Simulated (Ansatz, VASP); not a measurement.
## MgS: VASP beside Ansatz

The input POSCAR:

```
MgS
1.0
    0.0000000000      2.6016500000      2.6016500000
    2.6016500000      0.0000000000      2.6016500000
    2.6016500000      2.6016500000      0.0000000000
S Mg
1 1
Direct
    0.5000000000      0.5000000000      0.5000000000
    0.0000000000      0.0000000000      0.0000000000
```

INCAR.step1

```
SYSTEM = MgS
PREC = Accurate ; ENCUT = 520
EDIFF = 1E-5 ; ISMEAR = -1
SIGMA = 0.05 ; LREAL = .FALSE.
LASPH = .TRUE. ; NELM = 80
ALGO = Normal ; ISIF = 2
LWAVE = .TRUE. ; LCHARG = .FALSE.
NBANDS = 11 ; GGA = PE
```

The input INCAR.step2:

```
SYSTEM = MgS
PREC = Accurate ; ENCUT = 520
EDIFF = 1E-7 ; ISMEAR = -1
SIGMA = 0.05 ; LREAL = .FALSE.
LASPH = .TRUE. ; NELM = 80
ALGO = Normal ; ISIF = 2
LWAVE = .FALSE. ; LCHARG = .FALSE.
GGA = PS ; LHFCALC = .TRUE.
AEXX = 0.25 ; HFSCREEN = 0.207
PRECFOCK = Normal ; NBANDS = 11
ISTART = 1
```

The input KPOINTS:

```
Automatic mesh
0
G
  5 5 5
  0 0 0
```

input

```
crystal:
  lattice:
    - [0.0, 2.60165, 2.60165]
    - [2.60165, 0.0, 2.60165]
    - [2.60165, 2.60165, 0.0]
  atoms:
    - { symbol: S, position: [0.5, 0.5, 0.5] }
    - { symbol: Mg, position: [0.0, 0.0, 0.0] }
hamiltonian:
  xc:
    exchange: hjs_pbesol
    correlation: pbesol
    exx: { coeff: 0.25, omega: 0.207 }
  pseudopotentials: { kind: paw }
kpoints:
  mp_grid: { grid: [5, 5, 5] }
  band_path:
    path:
      - [[0.0, 0.0, 0.0], [0.5, 0.0, 0.5], [0.5, 0.25, 0.75], [0.375, 0.375, 0.75], [0.0, 0.0, 0.0], [0.5, 0.5, 0.5], [0.625, 0.25, 0.625], [0.5, 0.25, 0.75], [0.5, 0.5, 0.5], [0.375, 0.375, 0.75]]
      - [[0.625, 0.25, 0.625], [0.5, 0.0, 0.5]]
    npoints: 4
scf:
  occupations: { method: fermi_dirac, width: 0.05 }
  n_extra_bands: 6
output:
  forces: true
  stress: true
  eigenvalues: true
  fatbands: false
```

Alike in both runs: functional PBEsol-based screened hybrid with a share of 0.25 of exact exchange and HFSCREEN = 0.207; k mesh 5 × 5 × 5; occupations fermi-dirac, width 0.05 eV; no spin polarisation.

|  | VASP | Ansatz |
| --- | --- | --- |
| version | VASP 6.6.1 | Ansatz 0.2.0 |
| potentials or method | VASP PAW PBE potentials, release 64 (S, Mg) | Ansatz PAW |
| plane-wave cutoff (eV) | 520 | 420 |
| valence electrons in the cell | 8 | 16 |
| task | single point | band structure |

Ansatz gave:

```
gap on the k mesh at the Fermi level (eV) : 4.17
pressure (GPa)                            : -1.7
```

Problem. Which values does VASP return?

Solution. gap on the k mesh at the Fermi level (eV): 4.14; pressure (GPa): -2.0.

VASP's potentials were made for PBE, not for PBEsol-based screened hybrid. With one functional, cell and mesh, what is left measures potentials, basis and numerics. VASP's potentials hold 8 valence electrons a cell and Ansatz's 16, so a difference there can come from the potentials and not from the codes.
